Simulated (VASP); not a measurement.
# NaSc3Ga2Cl8 (P1) in VASP: a series of runs

The runs below take NaSc3Ga2Cl8 through single point, with LDA.

All numbers are computed with VASP 6.6.1; they aren't measurements. Logs are shortened: lines on timing, memory, paths and dates and some standing lists are left out, and cuts for length are marked.

## (1) The cell of the first run

The typed cell holds 14 atoms: a = 8.014 Å, b = 8.202 Å, c = 6.483 Å, α = 92.02°, β = 90.57°, γ = 120.89°.

## (2) Single point, LDA

INCAR

```
SYSTEM = NaSc3Ga2Cl8
PREC = Accurate
ENCUT = 520
EDIFF = 1E-6
ISMEAR = -1
SIGMA = 0.05
LREAL = .False.
LASPH = .True.
NELM = 100
ALGO = Normal
ISIF = 2
LWAVE = .False.
LCHARG = .False.
GGA = CA
NBANDS = 74
```

KPOINTS

```
Automatic mesh
0
Gamma
  2 2 3
  0 0 0
```

POSCAR

```
NaSc3Ga2Cl8
1.0
    8.0134927900     -0.1176221900     -0.0410907600
   -4.1086102700      7.0977229100     -0.1430551900
   -0.0331173700     -0.1522544000      6.4812088900
Cl Ga Sc Na
8 2 3 1
Direct
    0.3301858964      0.6365778334      0.7820390360
    0.6995911058      0.3093425680      0.2206464588
    0.6649258411      0.8179527640      0.2570043220
    0.1567094863      0.8549446145      0.2276483602
    0.2147786628      0.3723065289      0.2363665214
    0.8328316129      0.6145462747      0.7608692764
    0.8039357546      0.1689378076      0.7326294896
    0.3665003114      0.1912073976      0.7847822950
    0.3350399729      0.6915029190      0.4084083963
    0.6668076832      0.3870770603      0.5828293889
    0.4917971455      0.9958836480      0.9673804300
    0.0150780408      0.5134417636      0.9685753358
    0.4717590355      0.4611784171      0.0498001081
    0.0332974274      0.0145063606      0.4709526384
```

Potentials or basis: VASP PAW LDA potentials, release 64 (Cl, Ga_d, Sc_sv, Na_pv).

Started as:

```bash
cat potpaw_LDA.64/Cl/POTCAR potpaw_LDA.64/Ga_d/POTCAR potpaw_LDA.64/Sc_sv/POTCAR potpaw_LDA.64/Na_pv/POTCAR > POTCAR
mpirun -np 1 vasp_std > vasp.out
```

OUTCAR:

```text
SYSTEM = NaSc3Ga2Cl8
   PREC = Accurate
   ENCUT = 520
   EDIFF = 1E-6
   ISMEAR = -1
   LREAL = .False.
   LASPH = .True.
   NELM = 100
   ISIF = 2
   GGA = CA

 ion  position               nearest neighbor table
   1  0.330  0.637  0.782-   9 2.48  12 2.53  11 2.76  13 2.86
   2  0.700  0.309  0.221-  10 2.46  11 2.71  12 2.79  13 2.92
   3  0.665  0.818  0.257-   9 2.52  13 2.79
   4  0.157  0.855  0.228-  14 2.53   9 2.69  12 2.88  11 2.90
   5  0.215  0.372  0.236-  13 2.19   9 2.49  12 2.98
   6  0.833  0.615  0.761-  10 1.96  12 2.43
   7  0.804  0.169  0.733-  11 2.68  10 2.73  12 2.81
   8  0.367  0.191  0.785-  10 2.52  13 2.52  11 2.60
   9  0.335  0.692  0.408-   1 2.48   5 2.49   3 2.52   4 2.69
  10  0.667  0.387  0.583-   6 1.96   2 2.46   8 2.52   7 2.73
  11  0.492  0.996  0.967-   8 2.60   7 2.68   2 2.71   1 2.76   4 2.90
  12  0.015  0.513  0.969-   6 2.43   1 2.53   2 2.79   7 2.81   4 2.88   5 2.98
  13  0.472  0.461  0.050-   5 2.19   8 2.52   3 2.79   1 2.86   2 2.92
  14  0.033  0.015  0.471-   4 2.53

  LATTYP: Found a triclinic cell.
 ALAT       =     8.0002389519
 B/A-ratio  =     1.0017777419
 C/A-ratio  =     0.8103609935
 COS(alpha) =     0.0098885848
 COS(beta)  =     0.0459944775
 COS(gamma) =     0.4753499388

  Lattice vectors:

 A1 = (   3.9048825200,   6.9801007200,  -0.1841459500)
 A2 = (   8.0134927900,  -0.1176221900,  -0.0410907600)
 A3 = (   0.0331173700,   0.1522544000,  -6.4812088900)

Analysis of symmetry for initial positions (statically):
=====================================================================
 Subroutine PRICEL returns:
 Original cell was already a primitive cell.

 Routine SETGRP: Setting up the symmetry group for a
 triclinic supercell.

 Subroutine GETGRP returns: Found  1 space group operations
 (whereof  1 operations were pure point group operations)
 out of a pool of  2 trial point group operations.

The static configuration has the point symmetry C_1 .

Analysis of symmetry for dynamics (positions and initial velocities):
=====================================================================
 Subroutine PRICEL returns:
 Original cell was already a primitive cell.

 Routine SETGRP: Setting up the symmetry group for a
 triclinic supercell.

 Subroutine GETGRP returns: Found  1 space group operations
[... 122 lines left out ...]
   NUPDOWN=      -1.0000    fix difference up-down
   EMIN   =  10.00;   EMAX   =-10.00  energy-range for DOS
   EFERMI =   0.00;   METHOD = LEGACY
   ISMEAR =    -1;   SIGMA  =   0.05  broadening in eV -4-tet -1-fermi 0-gaus
   EFERMI_NEDOS =   21; number of points for ismear=-14 and -15
   IALGO  =     38    algorithm
   IMIX   =      4    mixing-type and parameters
     AMIX     =   0.40;   BMIX     =  1.00
     AMIX_MAG =   1.60;   BMIX_MAG =  1.00
  volume/ion in A,a.u.               =      26.09       176.08
  Fermi-wavevector in a.u.,A,eV,Ry     =   1.135833  2.146413 17.553099  1.290116
  Thomas-Fermi vector in A             =   2.272538
   LORBIT       =      0    0 simple, 1 ext, 2 COOP (PROOUT), +10 PAW based schemes
   GGA     = CA    functional components
   LHFCALC =     F    Hartree Fock is set to
   AEXX    =    0.0000 exact exchange contribution
   IVDW    =     0    specifies the selected vdW correction
   LEPSILON=     F    determine dielectric tensor
   LRPA    =     F    only Hartree local field effects (RPA)
 non-spin polarized calculation
  energy-cutoff  :      520.00
  volume of cell :      365.29
 maximum number of plane-waves:      9861
 NGX is ok and might be reduce to    60
   NGX = 29   NGY = 31   NGZ = 25

 number of electron     122.0000022 magnetization

 Free energy of the ion-electron system (eV)
  ---------------------------------------------------
  ext. energy  EPLUGINS =         0.00000000
  ---------------------------------------------------
  free energy    TOTEN  =       -60.43558727 eV

  energy without entropy =      -60.34160122  energy(sigma->0) =      -60.38859424

 E-fermi :   4.1161     XC(G=0):  -8.8019

 val. band max:        4.1061355153   @ k =   0.0000   0.5000   0.0000
 cond. band min:       4.1248845914   @ k =   0.5000  -0.0000   0.0000
 fundamental gap:      0.0187490762
 Fermi energy:         4.1160826965

 k-point     1 :       0.0000    0.0000    0.0000
  band No.  band energies     occupation
      1     -46.2757      2.00000
      2     -46.2515      2.00000
      3     -46.0784      2.00000
      4     -25.5547      2.00000
      5     -25.3757      2.00000
      6     -25.2871      2.00000
[... 597 lines left out ...]
     72       5.3767      0.00000
     73       5.4729      0.00000
 [bands above 73 left out]

------------------------ aborting loop because EDIFF is reached ----------------------------------------

  FORCE on cell =-STRESS in cart. coord.  units (eV):
  Direction    XX          YY          ZZ          XY          YZ          ZX
  --------------------------------------------------------------------------------------
  -------------------------------------------------------------------------------------
  Total       -2.2503599     -0.7902967      9.7794496      2.4477229      4.0164459     -3.4483791
  in kB       -9.8701006     -3.4662492     42.8927612     10.7357366     17.6161708    -15.1246244
  external PRESSURE =       9.8521371 kB  Pullay stress =       0.0000000 kB

 VOLUME and BASIS-vectors are now :
 -----------------------------------------------------------------------------
  energy-cutoff  :      520.00
  volume of cell :      365.29
      direct lattice vectors                 reciprocal lattice vectors
     8.013492790 -0.117622190 -0.041090760     0.125871785  0.072910023  0.002355952
    -4.108610270  7.097722910 -0.143055190     0.002104039  0.142175741  0.003350696
    -0.033117370 -0.152254400  6.481208890     0.000844466  0.003600394  0.154381098

 POSITION                                       TOTAL-FORCE (eV/Angst)
 -----------------------------------------------------------------------------------
      0.00459      4.36035      4.96393         0.438170     -0.143789      1.532645
      4.32789      2.07975      1.35706         0.321114     -0.066381     -2.520110
      1.95922      5.68826      1.52136         0.462437     -0.134329     -0.839726
     -2.26438      6.01507      1.34669        -0.058956      0.069413     -1.210686
      0.18364      2.58128      1.46986        -2.062304     -1.880446      0.974544
      4.12376      4.14807      4.80922         0.947353      5.708539      4.014217
      5.72397      0.99297      4.69112         0.067829      0.115955      0.539558
      2.12536      1.19454      5.04393        -0.632040     -0.880333      0.825929
     -0.16980      4.80651      2.53429        -0.579998      0.865276     -0.329095
      3.73381      2.58020      3.69467        -1.793691     -4.553871     -3.703154
     -0.18272      6.86337      6.10712        -0.025875     -0.171718      0.641063
     -2.02078      3.49502      6.20347         0.787396     -0.380506      1.292679
      1.88399      3.21025      0.23741         2.438878      1.261648     -1.362250
      0.19163      0.02734      3.04890        -0.310315      0.190542      0.144386
 -----------------------------------------------------------------------------------
    total drift:                               -0.000009     -0.001345     -0.001223

  FREE ENERGIE OF THE ION-ELECTRON SYSTEM (eV)
  ---------------------------------------------------
  free  energy   TOTEN  =       -60.4355872654 eV

  energy  without entropy=      -60.3416012215  energy(sigma->0) =      -60.38859424
```

It took 5.3 min on 1 thread of Intel Xeon Platinum 8488C (Sapphire Rapids), shared host; peak memory 0.46 GiB.

Results:

| Quantity | Value |
| --- | --- |
| Free energy | -60.4356 eV |
| Pressure | 1.0 GPa |
| Largest force | 7.043 eV/Å |
| Band gap on the k mesh | zero (bands 61 and 62 overlap by 0.25 eV) |

Forces in eV/Å, atoms in the order of the input:
```
Cl   0.438 -0.144  1.533
Cl   0.321 -0.066 -2.520
Cl   0.462 -0.134 -0.840
Cl  -0.059  0.069 -1.211
Cl  -2.062 -1.880  0.975
Cl   0.947  5.709  4.014
Cl   0.068  0.116  0.540
Cl  -0.632 -0.880  0.826
Ga  -0.580  0.865 -0.329
Ga  -1.794 -4.554 -3.703
Sc  -0.026 -0.172  0.641
Sc   0.787 -0.381  1.293
Sc   2.439  1.262 -1.362
Na  -0.310  0.191  0.144
```

Stress tensor (GPa, compression positive):
```
-0.99  1.07 -1.51
 1.07 -0.35  1.76
-1.51  1.76  4.29
```

Caveat: the k points lie up to 0.45 Å⁻¹ apart; forces of over 1 eV/Å act on the atoms, so gaps and moduli don't describe the material at rest.

## (3) Single point, LDA

INCAR

```
SYSTEM = NaSc3Ga2Cl8
PREC     = Accurate       ! precision mode
ENCUT    = 520            ! plane-wave cutoff, eV
EDIFF    = 1E-7           ! SCF threshold, eV
ISMEAR   = -1             ! smearing method
SIGMA    = 0.05           ! smearing width, eV
LREAL    = .FALSE.        ! projectors in reciprocal space
LASPH    = .TRUE.         ! aspherical terms in the spheres
NELM     = 100            ! most SCF steps
ALGO     = Normal         ! electronic algorithm
ISIF     = 2              ! what is computed and relaxed
LWAVE    = .FALSE.        ! write WAVECAR
LCHARG   = .FALSE.        ! write CHGCAR
NBANDS   = 74             ! bands
```

KPOINTS

```
regular mesh
0
G
  2 2 3
  0 0 0
```

POSCAR

```
NaSc3Ga2Cl8
1.0
    8.0134927900     -0.1176221900     -0.0410907600
   -4.1086102700      7.0977229100     -0.1430551900
   -0.0331173700     -0.1522544000      6.4812088900
Cl Ga Sc Na
8 2 3 1
Direct
    0.3267646648      0.6339618367      0.7826156548
    0.7034339758      0.3129820996      0.2186654333
    0.6653103469      0.8117880579      0.2570529096
    0.1492447234      0.8551621317      0.2291123439
    0.2084373333      0.3730588111      0.2442767814
    0.8373173472      0.6193488778      0.7655911361
    0.8070364822      0.1634396492      0.7324316672
    0.3694315540      0.1936393957      0.7822264997
    0.3356370165      0.6909148818      0.4047372310
    0.6605887531      0.3849885336      0.5783480776
    0.4956090044      0.9978211059      0.9676837369
    0.0176487426      0.5140997481      0.9652507647
    0.4762592590      0.4642105597      0.0551331689
    0.0328933722      0.0153735555      0.4757579848
```

Potentials or basis: VASP PAW LDA potentials, release 64 (Cl, Ga_d, Sc_sv, Na_pv).

Started as:

```bash
cat potpaw_LDA.64/Cl/POTCAR potpaw_LDA.64/Ga_d/POTCAR potpaw_LDA.64/Sc_sv/POTCAR potpaw_LDA.64/Na_pv/POTCAR > POTCAR
mpirun -np 1 vasp_std > vasp.out
```

OUTCAR:

```text
SYSTEM = NaSc3Ga2Cl8
   PREC = Accurate
   ENCUT = 520
   EDIFF = 1E-7
   ISMEAR = -1
   LREAL = .FALSE.
   LASPH = .TRUE.
   NELM = 100
   ISIF = 2

 ion  position               nearest neighbor table
   1  0.327  0.634  0.783-  12 2.48   9 2.50  11 2.78  13 2.89
   2  0.703  0.313  0.219-  10 2.46  11 2.71  12 2.79  13 2.89
   3  0.665  0.812  0.257-   9 2.51  13 2.72
   4  0.149  0.855  0.229-  14 2.51   9 2.74  12 2.91  11 2.97
   5  0.208  0.373  0.244-  13 2.27   9 2.44  12 2.98
   6  0.837  0.619  0.766-  10 2.04  12 2.42
[... 832 lines left out ...]
  energy-cutoff  :      520.00
  volume of cell :      365.29
      direct lattice vectors                 reciprocal lattice vectors
     8.013492790 -0.117622190 -0.041090760     0.125871785  0.072910023  0.002355952
    -4.108610270  7.097722910 -0.143055190     0.002104039  0.142175741  0.003350696
    -0.033117370 -0.152254400  6.481208890     0.000844466  0.003600394  0.154381098

 POSITION                                       TOTAL-FORCE (eV/Angst)
 -----------------------------------------------------------------------------------
     -0.01209      4.34209      4.96818         0.566842     -0.012767      1.330130
      4.34380      2.10543      1.34354         0.355919     -0.094459     -2.508717
      1.98763      5.64445      1.52255         0.499599     -0.122810     -0.820543
     -2.32514      6.01727      1.35646         0.051205     -0.007207     -1.205006
      0.12947      2.58616      1.52128        -1.311457     -1.687503      0.330501
      4.13982      4.18092      4.83895         0.559625      4.154277      2.905195
      5.77141      0.95361      4.69050        -0.001399      0.157435      0.527540
      2.13894      1.21185      5.02689        -0.696796     -0.911801      1.081241
     -0.16248      4.80282      2.51056        -0.616954      1.064078     -0.272146
      3.69270      2.56679      3.66618        -1.355441     -2.924942     -2.698365
     -0.16015      6.87663      6.10865        -0.062106     -0.205957      0.610990
     -2.00277      3.49990      6.18172         0.615348     -0.467415      1.452697
      1.90741      3.23043      0.27135         1.738575      0.866913     -0.921727
      0.18467      0.03281      3.07994        -0.342959      0.192157      0.188210
 -----------------------------------------------------------------------------------
    total drift:                                0.000405      0.000116      0.000878

  FREE ENERGIE OF THE ION-ELECTRON SYSTEM (eV)
  ---------------------------------------------------
  free  energy   TOTEN  =       -61.0453761369 eV

  energy  without entropy=      -60.9565041917  energy(sigma->0) =      -61.00094016
```

stdout:

```text
POSCAR found type information on POSCAR ClGaScNa
 POSCAR found :  4 types and      14 ions
 scaLAPACK will be used
 LDA part: xc-table for (Slater(with rela. corr.)+CA(PZ))
 , standard interpolation
 POSCAR, INCAR and KPOINTS ok, starting setup
 FFT: planning ... GRIDC
 FFT: planning ... GRID_SOFT
 FFT: planning ... GRID
 WAVECAR not read
 entering main loop
```

It took 6.3 min on 1 thread of Intel Xeon Platinum 8488C (Sapphire Rapids), shared host; peak memory 0.46 GiB.

Results:

```
Free energy            : -61.0454 eV
Pressure               : 0.2 GPa
Largest force          : 5.100 eV/Å
Band gap on the k mesh : zero (bands 61 and 62 overlap by 0.23 eV)
```

Forces in eV/Å, atoms in the order of the input:
```
Cl   0.567 -0.013  1.330
Cl   0.356 -0.094 -2.509
Cl   0.500 -0.123 -0.821
Cl   0.051 -0.007 -1.205
Cl  -1.311 -1.688  0.331
Cl   0.560  4.154  2.905
Cl  -0.001  0.157  0.528
Cl  -0.697 -0.912  1.081
Ga  -0.617  1.064 -0.272
Ga  -1.355 -2.925 -2.698
Sc  -0.062 -0.206  0.611
Sc   0.615 -0.467  1.453
Sc   1.739  0.867 -0.922
Na  -0.343  0.192  0.188
```

Caveat: the k points lie up to 0.45 Å⁻¹ apart; forces of over 1 eV/Å act on the atoms, so gaps and moduli don't describe the material at rest.

## (4) Single point, LDA

INCAR

```
ALGO = Normal
EDIFF = 1E-6
ENCUT = 520
ISIF = 2
ISMEAR = -1
LASPH = T
LCHARG = F
LREAL = F
LWAVE = F
NBANDS = 74
NELM = 100
PREC = Accurate
SIGMA = 0.05
```

KPOINTS

```
k-points
0
Gamma
  2 2 3
```

POSCAR

```
NaSc3Ga2Cl8
1.0
    8.0134927900     -0.1176221900     -0.0410907600
   -4.1086102700      7.0977229100     -0.1430551900
   -0.0331173700     -0.1522544000      6.4812088900
Cl Ga Sc Na
8 2 3 1
Direct
    0.3238290451      0.6313769762      0.7845970129
    0.7074869855      0.3164804833      0.2140536399
    0.6660276675      0.8054806165      0.2562395062
    0.1418077962      0.8553421473      0.2293123318
    0.2001881992      0.3722077733      0.2524660394
    0.8443707021      0.6281887085      0.7734597934
    0.8102134153      0.1581071772      0.7328054716
    0.3713577256      0.1952196868      0.7807940843
    0.3362324176      0.6908321760      0.4009340260
    0.6530344321      0.3814322018      0.5724020935
    0.4993102370      0.9996218431      0.9684770598
    0.0204640232      0.5144447829      0.9630953090
    0.4822312869      0.4678934202      0.0597338921
    0.0321912013      0.0165196924      0.4808649191
```

Started as:

```bash
cat potpaw_LDA.64/Cl/POTCAR potpaw_LDA.64/Ga_d/POTCAR potpaw_LDA.64/Sc_sv/POTCAR potpaw_LDA.64/Na_pv/POTCAR > POTCAR
mpirun -np 1 vasp_std > vasp.out
```

It took 6 min on 1 thread of Intel Xeon Platinum 8488C (Sapphire Rapids), shared host; peak memory 0.46 GiB.

The run converged. Its results:

```
Free energy            : -61.7175 eV
Pressure               : -0.7 GPa
Largest force          : 3.065 eV/Å
Band gap on the k mesh : zero (bands 61 and 62 overlap by 0.21 eV)
```

Forces on the atoms (eV/Å):
```
Cl   0.730  0.143  1.060
Cl   0.354 -0.116 -2.380
Cl   0.513 -0.079 -0.770
Cl   0.175 -0.069 -1.160
Cl  -0.614 -1.474 -0.231
Cl   0.086  2.531  1.726
Cl  -0.042  0.170  0.532
Cl  -0.755 -0.941  1.286
Ga  -0.643  1.221 -0.211
Ga  -0.796 -1.262 -1.655
Sc  -0.085 -0.253  0.552
Sc   0.347 -0.537  1.576
Sc   1.081  0.495 -0.546
Na  -0.353  0.171  0.221
```

Stress tensor (GPa, compression positive):
```
-1.66  0.63 -1.40
 0.63 -2.62  0.64
-1.40  0.64  2.16
```

Levels at points of the mesh, in eV from the Fermi level:
| k point | band 57 | band 58 | band 59 | band 60 | band 61 | band 62 | band 63 | band 64 | band 65 | band 66 |
| --- | --- | --- | --- | --- | --- | --- | --- | --- | --- | --- |
| (0.00, 0.00, 0.00) | -4.77 | -2.62 | -1.77 | -0.37 | -0.29 | -0.19 | 0.34 | 0.37 | 0.45 | 0.63 |
| (0.50, 0.00, 0.00) | -4.96 | -2.11 | -1.64 | -0.25 | -0.02 | 0.13 | 0.23 | 0.36 | 0.47 | 0.53 |
| (0.00, 0.50, 0.00) | -4.85 | -2.24 | -1.65 | -0.25 | 0.01 | 0.15 | 0.19 | 0.21 | 0.44 | 0.56 |
| (0.50, 0.50, 0.00) | -4.88 | -1.98 | -1.70 | -0.13 | 0.02 | 0.14 | 0.25 | 0.31 | 0.38 | 0.54 |

Caveat: the k points lie up to 0.45 Å⁻¹ apart; forces of over 1 eV/Å act on the atoms, so gaps and moduli don't describe the material at rest.

## (5) The runs side by side

| cell | gap on the mesh (eV) | pressure (GPa) | largest force (eV/Å) |
| --- | --- | --- | --- |
| as given, atomic positions A | none | 1.0 | 7.04 |
| as given, atomic positions B | none | 0.2 | 5.10 |
| as given, atomic positions C | none | -0.7 | 3.06 |

Alike in all rows: task single point; level LDA; potentials or basis VASP PAW LDA potentials, release 64 (Cl, Ga_d, Sc_sv, Na_pv); no spin polarisation; k mesh 2 × 2 × 3; cutoff (eV) 520; smearing fermi-dirac 0.05 eV.

Caveats: all runs use coarse meshes; forces of over 1 eV/Å act on the atoms, so gaps and moduli don't describe the material at rest.

Absolute energies hang on the potentials; compare differences alone.

The gap in the log of VASP goes by the Fermi energy; the results here count the filled bands.